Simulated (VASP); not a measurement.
## Cu: single point with LDA

The system is Cu.

```
CELL_PARAMETERS angstrom
2.53497 0.00000 0.00000
-1.26749 2.19536 0.00000
0.00000 0.00000 8.27557
ATOMIC_POSITIONS crystal
Cu 0.99523 0.00022 0.99836
Cu 0.32777 0.66229 0.25017
Cu 0.00561 0.00102 0.49917
Cu 0.66019 0.32084 0.75008
```

```
Program                : VASP 6.6.1
Task                   : single point
Functional             : LDA
Potentials or basis    : VASP PAW LDA potentials, release 64 (Cu)
Cutoff                 : 520 eV
k mesh                 : 7 × 7 × 2
Occupations            : fermi-dirac, width 0.1 eV
Spin                   : no spin polarisation
Dipole correction      : no
Further INCAR settings : ALGO = Normal; EDIFF = 1e-06; NBANDS = 30
```

```yaml
Pressure: -8.4 GPa
Largest_force: 0.104 eV/Å
Band_gap_on_the_k_mesh: zero (band 22 reaches 10.09 eV, above the bottom of band 23 at 5.81 eV)
```

Forces in eV/Å, atoms in the order of the input:
```
Cu   0.012 -0.029  0.100
Cu   0.012  0.018 -0.075
Cu  -0.026 -0.030  0.046
Cu   0.002  0.041 -0.071
```

Stress tensor (GPa, compression positive):
```
-8.29 -0.07  0.01
-0.07 -8.57 -0.01
 0.01 -0.01 -8.28
```

Levels at points of the mesh, in eV from the Fermi level:
| k point | band 19 | band 20 | band 21 | band 22 | band 23 | band 24 | band 25 | band 26 |
| --- | --- | --- | --- | --- | --- | --- | --- | --- |
| (0.00, 0.00, 0.00) | -2.17 | -1.99 | -1.98 | -1.71 | -1.69 | -1.01 | 3.89 | 12.63 |
| (0.00, 0.00, 0.50) | -2.28 | -2.27 | -1.84 | -1.83 | -1.81 | -1.80 | 7.05 | 7.08 |

Run time: 110 s on 1 thread of Intel(R) Xeon(R) Platinum 8259CL CPU @ 2.50GHz (Skylake/Cascade Lake), with other jobs on the host, peak memory 0.17 GiB.

Caveat: the k points lie up to 0.41 Å⁻¹ apart.
